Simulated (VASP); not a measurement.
A run of VASP 6.6.1 is set up as follows.

Contents of INCAR:

```
ALGO = Normal
EDIFF = 1E-6
ENCUT = 520
GGA = PE
ISIF = 2
ISMEAR = 0
LASPH = True
LCHARG = False
LREAL = False
LWAVE = False
NBANDS = 11
NELM = 80
PREC = Accurate
SIGMA = 0.01
```

File KPOINTS:

```
k-points
0
Gamma
  8 8 8
```

File POSCAR:

```
SiC
1.0
    0.0000000000      2.1450769083      2.1450769083
    2.1450769083      0.0000000000      2.1450769083
    2.1450769083      2.1450769083      0.0000000000
Si C
1 1
Direct
    0.0000000000      0.0000000000      0.0000000000
    0.2500000000      0.2500000000      0.2500000000
```

Potentials or basis: VASP PAW PBE potentials, release 64 (Si, C).

Launch:

```console
$ cat potpaw_PBE.64/Si/POTCAR potpaw_PBE.64/C/POTCAR > POTCAR
$ mpirun -np 1 vasp_std > vasp.out
```

(1) Predict the band gap on the k mesh.

(2) What does it give for the pressure?

## Answers

(1) 1.31 eV, indirect (least direct gap 4.59 eV).

(2) 14.8 GPa.
